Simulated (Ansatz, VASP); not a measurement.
Two plane-wave programs on HfB

Contents of POSCAR:

```
HfB
1.0
    0.0000000000      2.3100000000      2.3100000000
    2.3100000000      0.0000000000      2.3100000000
    2.3100000000      2.3100000000      0.0000000000
Hf B
1 1
Direct
    0.5000000000      0.5000000000      0.5000000000
    0.0000000000      0.0000000000      0.0000000000
```

File INCAR.step1:

```
PREC = Accurate
ENCUT = 600
ISMEAR = -1
SIGMA = 0.05
LREAL = F
LASPH = T
NELM = 60
GGA = PE
ALGO = Normal
EDIFF = 1E-4
LWAVE = T
LCHARG = F
```

File INCAR.step2:

```
PREC = Accurate
ENCUT = 600
EDIFF = 1E-6
ISMEAR = -1
SIGMA = 0.05
LREAL = F
LASPH = T
NELM = 60
ALGO = Normal
ISIF = 3
LWAVE = F
LCHARG = F
METAGGA = R2SCAN
LMIXTAU = T
IBRION = 2
NSW = 60
EDIFFG = -0.01
ISTART = 1
```

The input KPOINTS:

```
regular mesh
0
Gamma
  10 10 10
```

Contents of input.yaml:

```yaml
crystal:
  lattice:
    - [0.0, 2.31, 2.31]
    - [2.31, 0.0, 2.31]
    - [2.31, 2.31, 0.0]
  atoms:
    - { symbol: Hf, position: [0.5, 0.5, 0.5] }
    - { symbol: B, position: [0.0, 0.0, 0.0] }
hamiltonian:
  xc: r2scan
  pseudopotentials: { kind: paw }
kpoints:
  mp_grid: { grid: [10, 10, 10] }
scf:
  occupations: { method: fermi_dirac, width: 0.05 }
output:
  forces: true
  stress: true
  eigenvalues: true
relax:
  f_tol: 0.01
  max_steps: 40
  cell: { stress_tol: 0.05 }
```

Alike in both runs: task relaxation of cell and atoms; functional r2SCAN; k mesh 10 × 10 × 10; occupations fermi-dirac, width 0.05 eV; no spin polarisation.

```csv
,VASP,Ansatz
version,VASP 6.6.1,Ansatz 0.2.0
potentials or method,"VASP PAW PBE potentials, release 64 (Hf_pv, B)",Ansatz PAW
plane-wave cutoff (eV),600,500
valence electrons in the cell,13,29
```

|  | VASP | Ansatz | Ansatz less VASP |
| --- | --- | --- | --- |
| gap on the k mesh at the Fermi level, each at its own relaxed structure (eV) | none | none | - |
| relaxed volume (Å³/atom) | 14.04 | 14.05 | +0.016 |
| relaxed cell length with the largest relative difference (Å) | 3.412 | 3.413 | +0.0013 |

VASP's potentials were made for PBE, not for r2SCAN. A gap of «none» marks a metal or a gap that the smearing closes. VASP's potentials hold 13 valence electrons a cell and Ansatz's 29, so a difference there can come from the potentials and not from the codes.

Spin-orbit coupling is off throughout. Noted on Ansatz's run: the plane-wave basis is chosen anew once the cell has moved, so the energies of steps on either side of that aren't comparable.
